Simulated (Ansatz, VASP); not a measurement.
## Y5Zr in VASP and in Ansatz

INCAR

```
SYSTEM = Y5Zr
  ALGO = Normal
  DIPOL = 0.5 0.5 0.500
  EDIFF = 1E-6
  ENCUT = 520
  GGA = PE
  IDIPOL = 3
  ISIF = 2
  ISMEAR = -1
  LASPH = .True.
  LCHARG = .False.
  LDIPOL = .True.
  LREAL = .False.
  LWAVE = .False.
  NBANDS = 42
  NELM = 60
  PREC = Accurate
  SIGMA = 0.05
```

The input KPOINTS:

```
k-points
0
Gamma
  10 7 1
  0 0 0
```

Contents of POSCAR:

```
Y5Zr
1.0
    3.6580181829      0.0000000000      0.0000000000
    0.0000000000      5.6733912590      0.0000000000
    0.0000000000      0.0000000000     23.3919000000
Y Zr
5 1
Direct
    0.7500000000      0.7500000000      0.3462357758
    0.2500000000      0.2500000000      0.3925698162
    0.7500000000      0.2500000000      0.5244885275
    0.7500000000      0.7500000000      0.6074301869
    0.2500000000      0.2500000000      0.6537642232
    0.2500000000      0.7500000000      0.4755114704
```

Input for Ansatz:

```yaml
crystal:
  lattice:
    - [3.6580181829, 0.0, 0.0]
    - [0.0, 5.673391259, 0.0]
    - [0.0, 0.0, 23.3919]
  atoms:
    - { symbol: "Y", position: [0.75, 0.75, 0.3462357758] }
    - { symbol: "Y", position: [0.25, 0.25, 0.3925698162] }
    - { symbol: Zr, position: [0.25, 0.75, 0.4755114704] }
    - { symbol: "Y", position: [0.75, 0.25, 0.5244885275] }
    - { symbol: "Y", position: [0.75, 0.75, 0.6074301869] }
    - { symbol: "Y", position: [0.25, 0.25, 0.6537642232] }
kpoints:
  mp_grid: { grid: [10, 7, 1] }
scf:
  occupations: { method: fermi_dirac, width: 0.05 }
hamiltonian:
  xc: pbe
  pseudopotentials: { kind: paw }
output:
  forces: true
  stress: true
  eigenvalues: true
efield:
  axis: 3
  amplitude: 0
  dipole_correction: true
```

Alike in both runs: task single point; functional PBE; k mesh 10 × 7 × 1; occupations fermi-dirac, width 0.05 eV; no spin polarisation.

|  | VASP | Ansatz |
| --- | --- | --- |
| version | VASP 6.6.1 | Ansatz 0.2.0 |
| potentials or method | VASP PAW PBE potentials, release 64 (Y_sv, Zr_sv) | PAW with Ansatz's default frozen-core files, scalar-relativistic |
| plane-wave cutoff (eV) | 520 | 420 |
| valence electrons in the cell | 67 | 67 |

|  | VASP | Ansatz | Ansatz less VASP |
| --- | --- | --- | --- |
| rms of the force components (eV/Å) | 0.222 | 0.221 | -0.0008 |
